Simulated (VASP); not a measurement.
Set up this calculation in VASP 6.6.1, as the native input.

* Task: single point
* Functional: r2SCAN
* Potentials or basis: VASP PAW PBE potentials, release 64 (P)
* Cutoff: 520 eV
* k mesh: 16 × 16 × 4
* Occupations: fermi-dirac, width 0.1 eV
* Spin: no spin polarisation
* Dipole correction: no
* Further INCAR settings: ALGO = Normal; EDIFF = 1e-07; NBANDS = 18

P:

```
P
1.0
     2.61032    0.00000    0.00000
    -1.30516    2.26060    0.00000
     0.00000    0.00000   10.10616
P
4
Direct
  0.00000 0.00000 0.00000
  0.00000 0.00000 0.50000
  0.33333 0.66667 0.25000
  0.66667 0.33333 0.75000
```

One way to write it, as run:

POSCAR

```
P
1.0
    2.6103155800      0.0000000000      0.0000000000
   -1.3051577900      2.2605996042      0.0000000000
    0.0000000000      0.0000000000     10.1061596520
P
4
Direct
    1.0000000000      1.0000000000      1.0000000000
    1.0000000000      1.0000000000      0.5000000000
    0.3333333333      0.6666666667      0.2500000000
    0.6666666667      0.3333333333      0.7500000000
```

INCAR.step1

```
SYSTEM = P
PREC = Accurate
ENCUT = 520
ISMEAR = -1
SIGMA = 0.1
LREAL = .False.
LASPH = .True.
NELM = 80
NBANDS = 18
GGA = PE
ALGO = Normal
EDIFF = 1E-4
LWAVE = .True.
LCHARG = .False.
```

INCAR.step2

```
SYSTEM = P
PREC = Accurate
ENCUT = 520
EDIFF = 1E-7
ISMEAR = -1
SIGMA = 0.1
LREAL = .False.
LASPH = .True.
NELM = 80
ALGO = Normal
ISIF = 2
LWAVE = .False.
LCHARG = .False.
METAGGA = R2SCAN
LMIXTAU = .True.
NBANDS = 18
ISTART = 1
```

KPOINTS

```
Automatic mesh
0
Gamma
  16 16 4
  0 0 0
```

Potentials or basis: VASP PAW PBE potentials, release 64 (P).

Launch:

```console
$ cat potpaw_PBE.64/P/POTCAR > POTCAR
$ cp INCAR.step1 INCAR
$ mpirun -np 1 vasp_std > vasp.out
$ cp INCAR.step2 INCAR
$ mpirun -np 1 vasp_std > vasp.out
```

Results of the run:

```yaml
Pressure: -0.3 GPa
Band_gap_on_the_k_mesh: zero (band 10 reaches 16.95 eV, above the bottom of band 11 at 5.66 eV)
```

Caveat: the PAW data sets were made with another functional, which shifts forces and pressure a little.

Run time: 2.4 min on 1 thread of Intel(R) Xeon(R) 6975P-C (Granite Rapids), with other jobs on the host, peak memory 0.21 GiB.
